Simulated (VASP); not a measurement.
Write the native input for VASP 6.6.1 that does the following.

```
Task                   : single point
Functional             : r2SCAN
Potentials or basis    : VASP PAW PBE potentials, release 64 (Mg, O)
Cutoff                 : 520 eV
k mesh                 : 8 × 8 × 6
Occupations            : gaussian, width 0.02 eV
Spin                   : no spin polarisation
Dipole correction      : no
Further INCAR settings : ALGO = Normal; EDIFF = 1e-06; NBANDS = 16
```

The system is MgO.

```xyz
4
Lattice="2.1073 2.1073 0.0000 -2.1073 2.1073 0.0000 0.0000 0.0000 4.1624" Properties=species:S:1:pos:R:3 pbc="T T T"
Mg    0.0000    0.0000    0.0000
Mg    0.0000    2.1073    2.0812
O     0.0000    2.1073    0.0000
O     0.0000    0.0000    2.0812
```

This cell differs from its parent crystal: uniaxial strain along c: -1.0 %, then relaxed in part.

These files were run (other wordings do the same):

POSCAR

```
MgO
1.0
    2.1072534711      2.1072534711      0.0000000000
   -2.1072534711      2.1072534711      0.0000000000
    0.0000000000      0.0000000000      4.1623578852
Mg O
2 2
Direct
    0.0000000000      0.0000000000      0.0000000000
    0.5000000000      0.5000000000      0.5000000000
    0.5000000000      0.5000000000      0.0000000000
    0.0000000000      0.0000000000      0.5000000000
```

INCAR.step1

```
SYSTEM = MgO
PREC = Accurate
ENCUT = 520
ISMEAR = 0
SIGMA = 0.02
LREAL = .False.
LASPH = .True.
NELM = 60
NBANDS = 16
GGA = PE
ALGO = Normal
EDIFF = 1E-4
LWAVE = .True.
LCHARG = .False.
```

INCAR.step2

```
SYSTEM = MgO
PREC = Accurate
ENCUT = 520
EDIFF = 1E-6
ISMEAR = 0
SIGMA = 0.02
LREAL = .False.
LASPH = .True.
NELM = 60
ALGO = Normal
ISIF = 2
LWAVE = .False.
LCHARG = .False.
METAGGA = R2SCAN
LMIXTAU = .True.
NBANDS = 16
ISTART = 1
```

KPOINTS

```
regular mesh
0
Gamma
  8 8 6
  0 0 0
```

Potentials or basis: VASP PAW PBE potentials, release 64 (Mg, O).

Launch:

```sh
$ cat potpaw_PBE.64/Mg/POTCAR potpaw_PBE.64/O/POTCAR > POTCAR
$ cp INCAR.step1 INCAR
$ mpirun -np 1 vasp_std > vasp.out
$ cp INCAR.step2 INCAR
$ mpirun -np 1 vasp_std > vasp.out
```

It gave:

The pressure is -0.2 GPa. The band gap on the k mesh is 5.70 eV.

Caveat: the cell differs from its parent crystal (uniaxial strain along c: -1.0 %, then relaxed in part); the PAW data sets were made with another functional, which shifts forces and pressure a little.

It took 3.1 min on 1 thread of Intel Xeon 8259CL, with other jobs on the host, peak memory 0.18 GiB.
